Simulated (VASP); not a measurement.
Write the native input for VASP 6.6.1 that does the following.

| Quantity | Value |
| --- | --- |
| Task | single point |
| Functional | PBE |
| Potentials or basis | VASP PAW PBE potentials, release 64 (S) |
| Cutoff | 520 eV |
| k mesh | 10 × 10 × 10 |
| Occupations | gaussian, width 0.1 eV |
| Spin | no spin polarisation |
| Dipole correction | no |
| Further INCAR settings | ALGO = Normal; EDIFF = 1e-06; NBANDS = 20 |

The structure of S lies in POSCAR:

```
S
1.0
    5.7990523628      0.0000000000      0.0000000000
    0.0000000000      5.7990523628      0.0000000000
    0.0000000000      0.0000000000      4.6463951770
S
4
Direct
    0.3256175434      0.5000000000      0.5000000000
    0.6743824566      0.5000000000      0.5000000000
    0.5000000000      0.3256175434      0.0000000000
    0.5000000000      0.6743824566      0.0000000000
```

The cell was generated, and may not be a known phase.

The input as run:

INCAR

```
SYSTEM = S
PREC     = Accurate       ! precision mode
ENCUT    = 520            ! plane-wave cutoff, eV
EDIFF    = 1E-6           ! SCF threshold, eV
ISMEAR   = 0              ! smearing method
SIGMA    = 0.1            ! smearing width, eV
LREAL    = .FALSE.        ! projectors in reciprocal space
LASPH    = .TRUE.         ! aspherical terms in the spheres
NELM     = 100            ! most SCF steps
ALGO     = Normal         ! electronic algorithm
ISIF     = 2              ! what is computed and relaxed
LWAVE    = .FALSE.        ! write WAVECAR
LCHARG   = .TRUE.         ! write CHGCAR
GGA      = PE             ! functional
LELF     = .TRUE.         ! ELF
LVHAR    = .TRUE.       
NBANDS   = 20             ! bands
```

KPOINTS

```
Automatic mesh
0
G
  10 10 10
  0 0 0
```

Potentials or basis: VASP PAW PBE potentials, release 64 (S).

The run is started by

```bash
$ cat potpaw_PBE.64/S/POTCAR > POTCAR
$ mpirun -np 1 vasp_std > vasp.out
```

It gave:

```
Pressure               : -0.3 GPa
Largest force          : 0.155 eV/Å
Band gap on the k mesh : 0.10 eV (least direct gap 0.21 eV)
```

Caveat: this functional lacks dispersion, which holds the molecules together, so the pressure and a relaxed volume are unreliable; this functional lacks dispersion, which binds layers or chains, so the pressure and a relaxed spacing across them are unreliable.

Wall time 11 min on 1 thread of Oxide Virtual Turin-like Processor, on a shared host, peak memory 0.4 GiB.
